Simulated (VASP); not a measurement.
# RbAg4 in VASP: further runs

The runs below take RbAg4 through single point, relaxation of cell and atoms, with PBE.

Program: VASP 6.6.1. These are calculated values, not measurements. Logs are shortened: lines on timing, memory, paths and dates and some standing lists are left out, and cuts for length are marked.

### Step 1. The cell of the first run

The typed cell holds 5 atoms: a = 5.573 Å, b = 5.573 Å, c = 6.529 Å, α = 90.00°, β = 90.00°, γ = 120.00°.

The cell was built from a structure type or drawn by symmetry, and may not be a known phase.

### Step 2. Single point, PBE

The input, INCAR:

```
SYSTEM = RbAg4
PREC = Accurate
ENCUT = 520
EDIFF = 1E-7
ISMEAR = 0
SIGMA = 0.2
LREAL = .False.
LASPH = .True.
NELM = 100
ALGO = Normal
ISIF = 2
LWAVE = .False.
LCHARG = .False.
GGA = PE
NBANDS = 34
```

The input, KPOINTS:

```
regular mesh
0
Gamma
  4 4 3
  0 0 0
```

The input, POSCAR:

```
RbAg4
1.0
    5.5725922412      0.0000000030      0.0000000000
   -2.7862961232      4.8260064443      0.0000000000
    0.0000000000      0.0000000000      6.5293793404
Rb Ag
1 4
Direct
    0.0000000000      0.0000000000      0.5000000000
    0.5005570639      0.0000000000      0.0000000000
    0.0000000000      0.5005570639      0.0000000000
    0.4994429361      0.4994429361      0.0000000000
    0.0000000000      0.0000000000      0.0000000000
```

Potentials or basis: VASP PAW PBE potentials, release 64 (Rb_sv, Ag).

On the command line:

```console
> cat potpaw_PBE.64/Rb_sv/POTCAR potpaw_PBE.64/Ag/POTCAR > POTCAR
> mpirun -np 1 vasp_std > vasp.out
```

OUTCAR:

```text
SYSTEM = RbAg4
   PREC = Accurate
   ENCUT = 520
   EDIFF = 1E-7
   ISMEAR = 0
   LREAL = .False.
   LASPH = .True.
   NELM = 100
   ISIF = 2
   GGA = PE

 ion  position               nearest neighbor table
   1  0.000  0.000  0.500-   5 3.26   5 3.26   4 4.29   4 4.29   3 4.29   3 4.29   2 4.29   2 4.29
                             4 4.29   4 4.29   3 4.29   3 4.29   2 4.29   2 4.29
   2  0.501  0.000  0.000-   5 2.78   3 2.79   3 2.79   4 2.79   4 2.79   5 2.79   1 4.29   1 4.29
                             1 4.29   1 4.29
   3  0.000  0.501  0.000-   5 2.78   2 2.79   2 2.79   4 2.79   4 2.79   5 2.79   1 4.29   1 4.29
                             1 4.29   1 4.29
   4  0.499  0.499  0.000-   5 2.78   2 2.79   2 2.79   3 2.79   3 2.79   5 2.79   1 4.29   1 4.29
                             1 4.29   1 4.29
   5  0.000  0.000  0.000-   4 2.78   3 2.78   2 2.78   4 2.79   3 2.79   2 2.79   1 3.26   1 3.26

  LATTYP: Found a hexagonal cell.
 ALAT       =     5.5725922412
 C/A-ratio  =     1.1716951569

  Lattice vectors:

 A1 = (   5.5725922412,   0.0000000030,   0.0000000000)
 A2 = (  -2.7862961232,   4.8260064443,   0.0000000000)
 A3 = (   0.0000000000,   0.0000000000,   6.5293793404)

Analysis of symmetry for initial positions (statically):
=====================================================================
 Subroutine PRICEL returns:
 Original cell was already a primitive cell.

 Routine SETGRP: Setting up the symmetry group for a
 hexagonal supercell.

 Subroutine GETGRP returns: Found 12 space group operations
 (whereof 12 operations were pure point group operations)
 out of a pool of 24 trial point group operations.

The static configuration has the point symmetry D_3h.

Analysis of symmetry for dynamics (positions and initial velocities):
=====================================================================
 Subroutine PRICEL returns:
 Original cell was already a primitive cell.

 Routine SETGRP: Setting up the symmetry group for a
 hexagonal supercell.

 Subroutine GETGRP returns: Found 12 space group operations
 (whereof 12 operations were pure point group operations)
 out of a pool of 24 trial point group operations.

The dynamic configuration has the point symmetry D_3h.

 Subroutine INISYM returns: Found 12 space group operations
 (whereof 12 operations are pure point group operations),
 and found     1 'primitive' translations

----------------------------------------------------------------------------------------

                                     Primitive cell

  volume of cell :     175.5970

  direct lattice vectors                    reciprocal lattice vectors
     5.572592241  0.000000003  0.000000000     0.179449699  0.103605332  0.000000000
    -2.786296123  4.826006444  0.000000000    -0.000000000  0.207210664  0.000000000
     0.000000000  0.000000000  6.529379340     0.000000000  0.000000000  0.153153914

  length of vectors
     5.572592241  5.572592241  6.529379340     0.207210664  0.207210664  0.153153914

  position of ions in fractional coordinates (direct lattice)
     0.000000000  0.000000000  0.500000000
     0.500557064  0.000000000  0.000000000
     0.000000000  0.500557064  0.000000000
     0.499442936  0.499442936  0.000000000
     0.000000000  0.000000000  0.000000000

  ion indices of the primitive-cell ions
   primitive index   ion index
                 1           1
                 2           2
                 3           3
                 4           4
                 5           5

----------------------------------------------------------------------------------------

 KPOINTS: regular mesh

Automatic generation of k-mesh.
 Grid dimensions read from file:
 generate k-points for:    4    4    3

 Generating k-lattice:

  Cartesian coordinates                     Fractional coordinates (reciprocal lattice)
     0.044862425  0.025901333  0.000000000     0.250000000  0.000000000  0.000000000
    -0.000000000  0.051802666  0.000000000     0.000000000  0.250000000  0.000000000
     0.000000000  0.000000000  0.051051305     0.000000000  0.000000000  0.333333333

  Length of vectors
     0.051802666  0.051802666  0.051051305

  Shift w.r.t. Gamma in fractional coordinates (k-lattice)
     0.000000000  0.000000000  0.000000000

 Subroutine IBZKPT returns following result:
 ===========================================

 Found      8 irreducible k-points:

 Following reciprocal coordinates:
            Coordinates               Weight
  0.000000  0.000000  0.000000      1.000000
  0.250000  0.000000  0.000000      6.000000
  0.500000  0.000000  0.000000      3.000000
  0.250000  0.250000  0.000000      6.000000
  0.000000  0.000000  0.333333      2.000000
  0.250000  0.000000  0.333333     12.000000
  0.500000  0.000000  0.333333      6.000000
  0.250000  0.250000  0.333333     12.000000
   k-points           NKPTS =      8   k-points in BZ     NKDIM =      8   number of bands    NBANDS=     34
   number of dos      NEDOS =    301   number of ions     NIONS =      5
   total plane-waves  NPLWV =  88200
   dimension x,y,z NGX =    42 NGY =   42 NGZ =   50
   dimension x,y,z NGXF=    84 NGYF=   84 NGZF=  100
   ions per type =               1   4
   NGX,Y,Z   is equivalent  to a cutoff of  12.53, 12.53, 12.73 a.u.
   NGXF,Y,Z  is equivalent  to a cutoff of  25.06, 25.06, 25.46 a.u.
 SYSTEM =  RbAg4
   PREC   = accura    normal or accurate (medium, high low for compatibility)
   ISTART =      0    job   : 0-new  1-cont  2-samecut
   ICHARG =      2    charge: 1-file 2-atom 10-const
   ISPIN  =      1    spin polarized calculation?
   LNONCOLLINEAR =      F non collinear calculations
   LSORBIT =      F    spin-orbit coupling
   LASPH  =      T    aspherical Exc in radial PAW
   ENCUT  =  520.0 eV  38.22 Ry    6.18 a.u.  10.36 10.36 12.14*2*pi/ulx,y,z
   NELM   =    100;   NELMIN=  2; NELMDL= -5     # of ELM steps
   EDIFF  = 0.1E-06   stopping-criterion for ELM
   LREAL  =      F    real-space projection
   EDIFFG = 0.1E-05   stopping-criterion for IOM
   NSW    =      0    number of steps for IOM
   IBRION =     -1    ionic relax: 0-MD 1-quasi-New 2-CG
   NFREE  =      0    steps in history (QN), initial steepest desc. (CG)
   ISIF   =      2    stress and relaxation
   ISYM   =      2    0-nonsym 1-usesym 2-fastsym
   POTIM  = 0.5000    time-step for ionic-motion
   TEBEG  =    0.0;   TEEND  =   0.0 temperature during run
   PSTRESS=    0.0 pullay stress
   NELECT =      53.0000    total number of electrons
   NUPDOWN=      -1.0000    fix difference up-down
   EMIN   =  10.00;   EMAX   =-10.00  energy-range for DOS
   EFERMI =   0.00;   METHOD = LEGACY
   ISMEAR =     0;   SIGMA  =   0.20  broadening in eV -4-tet -1-fermi 0-gaus
   EFERMI_NEDOS =   21; number of points for ismear=-14 and -15
   IALGO  =     38    algorithm
   IMIX   =      4    mixing-type and parameters
     AMIX     =   0.40;   BMIX     =  1.00
     AMIX_MAG =   1.60;   BMIX_MAG =  1.00
  volume/ion in A,a.u.               =      35.12       237.00
  Fermi-wavevector in a.u.,A,eV,Ry     =   1.098149  2.075200 16.407678  1.205930
  Thomas-Fermi vector in A             =   2.234521
   LORBIT       =      0    0 simple, 1 ext, 2 COOP (PROOUT), +10 PAW based schemes
   GGA     = PE    functional components
   LHFCALC =     F    Hartree Fock is set to
   AEXX    =    0.0000 exact exchange contribution
   IVDW    =     0    specifies the selected vdW correction
   LEPSILON=     F    determine dielectric tensor
   LRPA    =     F    only Hartree local field effects (RPA)
 non-spin polarized calculation
 Gauss-broadening in eV      SIGMA  =   0.20
  energy-cutoff  :      520.00
  volume of cell :      175.60
 maximum number of plane-waves:      4746
 NGX is ok and might be reduce to    42
   NGX = 21   NGY = 21   NGZ = 25

 number of electron      53.0000007 magnetization

 Free energy of the ion-electron system (eV)
  ---------------------------------------------------
  ext. energy  EPLUGINS =         0.00000000
  ---------------------------------------------------
  free energy    TOTEN  =       -11.53304379 eV

  energy without entropy =      -11.50542598  energy(sigma->0) =      -11.51923489

 E-fermi :   2.4545     XC(G=0):  -7.8696

 val. band max:        2.4247474002   @ k =   0.2500   0.0000   0.3333
 cond. band min:       2.8818467255   @ k =   0.0000   0.0000   0.0000
 fundamental gap:      0.4570993253
 Fermi energy:         2.4544685840

 k-point     1 :       0.0000    0.0000    0.0000
  band No.  band energies     occupation
      1     -25.6364      2.00000
      2      -9.7348      2.00000
      3      -9.7348      2.00000
      4      -9.7268      2.00000
      5      -3.8194      2.00000
      6      -3.5061      2.00000
[... 26 lines left out ...]
     33       6.4806      0.00000
     34       7.9844      0.00000

 k-point     2 :       0.2500    0.0000    0.0000
  band No.  band energies     occupation
      1     -25.6361      2.00000
      2      -9.7472      2.00000
      3      -9.7379      2.00000
      4      -9.7255      2.00000
      5      -3.4186      2.00000
      6      -3.3232      2.00000
[... 26 lines left out ...]
     33       7.0769      0.00000
     34       7.3151      0.00000

 k-point     3 :       0.5000    0.0000    0.0000
  band No.  band energies     occupation
      1     -25.6358      2.00000
      2      -9.7595      2.00000
      3      -9.7410      2.00000
      4      -9.7242      2.00000
      5      -3.0852      2.00000
      6      -2.9658      2.00000
[... 26 lines left out ...]
     33       7.0071      0.00000
     34       8.0114      0.00000

 k-point     4 :       0.2500    0.2500    0.0000
  band No.  band energies     occupation
      1     -25.6358      2.00000
      2      -9.7549      2.00000
      3      -9.7456      2.00000
      4      -9.7242      2.00000
      5      -2.8843      2.00000
      6      -2.8743      2.00000
[... 26 lines left out ...]
     33       6.8915      0.00000
     34       7.0601      0.00000

 k-point     5 :       0.0000    0.0000    0.3333
  band No.  band energies     occupation
      1     -25.6361      2.00000
      2      -9.7555      2.00000
      3      -9.7359      2.00000
      4      -9.7359      2.00000
      5      -3.8012      2.00000
      6      -3.5058      2.00000
[... 26 lines left out ...]
     33       7.1531      0.00000
     34       7.3122      0.00000

 k-point     6 :       0.2500    0.0000    0.3333
  band No.  band energies     occupation
      1     -25.6358      2.00000
      2      -9.7527      2.00000
      3      -9.7477      2.00000
      4      -9.7388      2.00000
      5      -3.4097      2.00000
      6      -3.3227      2.00000
[... 26 lines left out ...]
     33       7.2282      0.00000
     34       8.1362      0.00000

 k-point     7 :       0.5000    0.0000    0.3333
  band No.  band energies     occupation
      1     -25.6355      2.00000
      2      -9.7595      2.00000
      3      -9.7499      2.00000
      4      -9.7418      2.00000
      5      -3.0833      2.00000
      6      -2.9665      2.00000
[... 26 lines left out ...]
     33       7.5095      0.00000
     34       7.9282      0.00000

 k-point     8 :       0.2500    0.2500    0.3333
  band No.  band energies     occupation
      1     -25.6355      2.00000
      2      -9.7551      2.00000
      3      -9.7499      2.00000
      4      -9.7462      2.00000
      5      -2.8837      2.00000
      6      -2.8747      2.00000
[... 26 lines left out ...]
     33       7.4187      0.00000
     34       7.8875      0.00000

------------------------ aborting loop because EDIFF is reached ----------------------------------------

  FORCE on cell =-STRESS in cart. coord.  units (eV):
  Direction    XX          YY          ZZ          XY          YZ          ZX
  --------------------------------------------------------------------------------------
  -------------------------------------------------------------------------------------
  Total        0.1166512      0.1166512      0.1394411     -0.0000000     -0.0000000      0.0000000
  in kB        1.0643455      1.0643455      1.2722847     -0.0000000     -0.0000000      0.0000000
  external PRESSURE =       1.1336586 kB  Pullay stress =       0.0000000 kB

 VOLUME and BASIS-vectors are now :
 -----------------------------------------------------------------------------
  energy-cutoff  :      520.00
  volume of cell :      175.60
      direct lattice vectors                 reciprocal lattice vectors
     5.572592241  0.000000003  0.000000000     0.179449699  0.103605332  0.000000000
    -2.786296123  4.826006444  0.000000000    -0.000000000  0.207210664  0.000000000
     0.000000000  0.000000000  6.529379340     0.000000000  0.000000000  0.153153914

 POSITION                                       TOTAL-FORCE (eV/Angst)
 -----------------------------------------------------------------------------------
      0.00000      0.00000      3.26469        -0.000000      0.000000     -0.000000
      2.78940      0.00000      0.00000        -0.014017     -0.000000      0.000000
     -1.39470      2.41569      0.00000         0.007008     -0.012139      0.000000
      1.39160      2.41031      0.00000         0.007008      0.012139     -0.000000
      0.00000      0.00000      0.00000        -0.000000      0.000000     -0.000000
 -----------------------------------------------------------------------------------
    total drift:                                0.000000      0.000000     -0.000000

  FREE ENERGIE OF THE ION-ELECTRON SYSTEM (eV)
  ---------------------------------------------------
  free  energy   TOTEN  =       -11.5330437906 eV

  energy  without entropy=      -11.5054259809  energy(sigma->0) =      -11.51923489
```

It took 67 s on 1 thread of Oxide Virtual Turin-like, shared host; peak memory 0.25 GiB.

What came out:

```
Free energy            : -11.5330 eV
Pressure               : 0.1 GPa
Largest force          : 0.014 eV/Å
Band gap on the k mesh : zero (an odd number of electrons rules out a gap without spin polarisation)
```

Forces on the atoms (eV/Å):
```
Rb   0.000  0.000  0.000
Ag  -0.014  0.000  0.000
Ag   0.007 -0.012  0.000
Ag   0.007  0.012  0.000
Ag   0.000  0.000  0.000
```

### Step 3. Single point, PBE

This run uses another cell than the first one, of 35.46 Å³/atom.

The input, INCAR:

```
SYSTEM = RbAg4
PREC     = Accurate       ! precision mode
ENCUT    = 520            ! plane-wave cutoff, eV
EDIFF    = 1E-7           ! SCF threshold, eV
ISMEAR   = 0              ! smearing method
SIGMA    = 0.2            ! smearing width, eV
LREAL    = .FALSE.        ! projectors in reciprocal space
LASPH    = .TRUE.         ! aspherical terms in the spheres
NELM     = 80             ! most SCF steps
ALGO     = Fast           ! electronic algorithm
ISIF     = 2              ! what is computed and relaxed
LWAVE    = .FALSE.        ! write WAVECAR
LCHARG   = .FALSE.        ! write CHGCAR
GGA      = PE             ! functional
NBANDS   = 34             ! bands
```

The input, KPOINTS:

```
Automatic mesh
0
G
  6 6 4
  0 0 0
```

The input, POSCAR:

```
RbAg4
1.0
    5.6175707872      0.0000000000      0.0000000000
   -2.8087853936      4.8649590093      0.0000000000
    0.0000000000      0.0000000000      6.4876882674
Rb Ag
1 4
Direct
    0.0000000000      0.0000000000      0.5000000000
    0.5000000000      0.0000000000      1.0000000000
    1.0000000000      0.5000000000      0.0000000000
    0.5000000000      0.5000000000      0.0000000000
    1.0000000000      0.0000000000      0.0000000000
```

Potentials or basis: VASP PAW PBE potentials, release 64 (Rb_sv, Ag).

On the command line:

```console
> cat potpaw_PBE.64/Rb_sv/POTCAR potpaw_PBE.64/Ag/POTCAR > POTCAR
> mpirun -np 1 vasp_std > vasp.out
```

Run time: 5.2 min. Hardware: 1 thread of Oxide Virtual Turin-like, shared host; peak memory 0.3 GiB.

The run converged. Its results:

| Item | Value |
| --- | --- |
| Free energy | -11.3317 eV |
| Pressure | 0.0 GPa |
| Band gap on the k mesh | zero (an odd number of electrons rules out a gap without spin polarisation) |

Stress tensor (GPa, compression positive):
```
-0.06  0.00  0.00
 0.00 -0.06  0.00
 0.00  0.00  0.03
```

Levels at points of the mesh, in eV from the Fermi level:
| k point | band 22 | band 23 | band 24 | band 25 | band 26 | band 27 | band 28 | band 29 | band 30 | band 31 |
| --- | --- | --- | --- | --- | --- | --- | --- | --- | --- | --- |
| (0.00, 0.00, 0.00) | -3.04 | -2.36 | -2.36 | -2.28 | 0.56 | 1.54 | 1.54 | 1.69 | 1.90 | 3.63 |
| (0.50, 0.00, 0.00) | -3.31 | -3.19 | -3.16 | -2.97 | -2.78 | 1.12 | 1.31 | 2.15 | 2.91 | 3.47 |
| (0.00, 0.00, 0.50) | -3.04 | -2.36 | -2.36 | -2.28 | -0.88 | 1.31 | 1.31 | 1.77 | 3.20 | 3.93 |
| (0.50, 0.00, 0.50) | -3.31 | -3.19 | -3.16 | -2.76 | -2.66 | 1.16 | 1.18 | 1.45 | 1.45 | 3.41 |

[end of part 1 of 2]
